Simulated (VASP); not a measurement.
Write the native input for VASP 6.6.1 that does the following.

```
Task                   : relaxation of cell and atoms
Functional             : PBE
Potentials or basis    : VASP PAW PBE potentials, release 64 (Si, C)
Cutoff                 : 600 eV
k mesh                 : 4 × 4 × 4
Occupations            : gaussian, width 0.1 eV
Spin                   : no spin polarisation
Dipole correction      : no
Further INCAR settings : ALGO = Normal; EDIFF = 1e-06; IBRION = 2; EDIFFG = -0.04; NSW = 90; ISIF = 3
```

The structure of SiC lies in POSCAR:

```
SiC
1.0
    4.3640189300      0.0000000000      0.0000000000
    0.0000000000      4.3640189300      0.0000000000
    0.0000000000      0.0000000000      4.3459615500
Si C
4 4
Direct
    0.7294777900      0.8055374600      0.8140122300
    0.8055374600      0.2705222100      0.1859877700
    0.1944625400      0.7294777900      0.1859877700
    0.2705222100      0.1944625400      0.8140122300
    0.0000000000      0.5000000000      0.4767099000
    0.0000000000      0.0000000000      0.0000000000
    0.5000000000      0.5000000000      0.0000000000
    0.5000000000      0.0000000000      0.5232901000
```

These files were run (other wordings do the same):

INCAR

```
  ALGO = Normal
  EDIFF = 1E-6
  EDIFFG = -0.04
  ENCUT = 600
  GGA = PE
  IBRION = 2
  ISIF = 3
  ISMEAR = 0
  LASPH = True
  LCHARG = False
  LREAL = False
  LWAVE = False
  NELM = 80
  NSW = 90
  PREC = Accurate
  SIGMA = 0.1
```

KPOINTS

```
k-points
0
Gamma
  4 4 4
```

Potentials or basis: VASP PAW PBE potentials, release 64 (Si, C).

Command:

```console
$ cat potpaw_PBE.64/Si/POTCAR potpaw_PBE.64/C/POTCAR > POTCAR
$ mpirun -np 1 vasp_std > vasp.out
```

Results of the run:

```json
{
 "Relaxed volume": "10.48 Å³/atom",
 "Relaxed cell": "a = 4.375 Å, b = 4.375 Å, c = 4.381 Å, α = 90.00°, β = 90.00°, γ = 90.00°",
 "Space group after relaxing (to 0.1 Å)": "F-43m (No. 216)",
 "Energy gained by relaxing": "983.4 meV/atom",
 "Ionic steps": "12",
 "Pressure after relaxing": "0.2 GPa",
 "Largest force after relaxing": "0.040 eV/Å",
 "Band gap on the k mesh": "1.36 eV"
}
```

Run time: 120 s on 1 thread of Intel(R) Xeon(R) Platinum 8559C (Emerald Rapids), on a shared host, peak memory 0.21 GiB.
